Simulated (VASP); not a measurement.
MgS: single point with r2SCAN

Crystal: MgS.

```
Mg S
1.0
     2.60165    2.60165    0.00000
    -2.60165    2.60165    0.00000
     0.00000    2.60165    2.60165
Mg S
1 1
Direct
  0.00000 0.00000 0.00000
  0.50000 0.50000 0.00000
```

| Quantity | Value |
| --- | --- |
| Program | VASP 6.6.1 |
| Task | single point |
| Functional | r2SCAN |
| Potentials or basis | VASP PAW PBE potentials, release 64 (Mg, S) |
| Cutoff | 520 eV |
| k mesh | 8 × 8 × 8 |
| Occupations | gaussian, width 0.01 eV |
| Spin | no spin polarisation |

```json
{
  "Pressure": "-0.5 GPa",
  "Band gap on the k mesh": "3.43 eV, indirect (least direct gap 4.61 eV)"
}
```

Levels at points of the mesh, in eV from the valence-band top:
```tsv
k point	band 1	band 2	band 3	band 4	band 5	band 6	band 7	band 8
(0.00, 0.00, 0.00)	-13.18	0.00	0.00	0.00	4.61	8.53	8.53	8.53
(0.50, 0.00, 0.00)	-11.85	-4.88	-0.62	-0.62	5.22	7.50	7.50	11.23
(0.50, 0.50, 0.00)	-11.47	-4.27	-1.73	-1.73	3.43	4.93	13.14	13.49
```

Run time: 35 s on 1 thread of Intel(R) Xeon(R) 6975P-C (Granite Rapids) (shared host), peak memory 0.16 GiB.

Caveat: the PAW data sets were made with another functional, which shifts forces and pressure a little. A k mesh can miss the band edges.
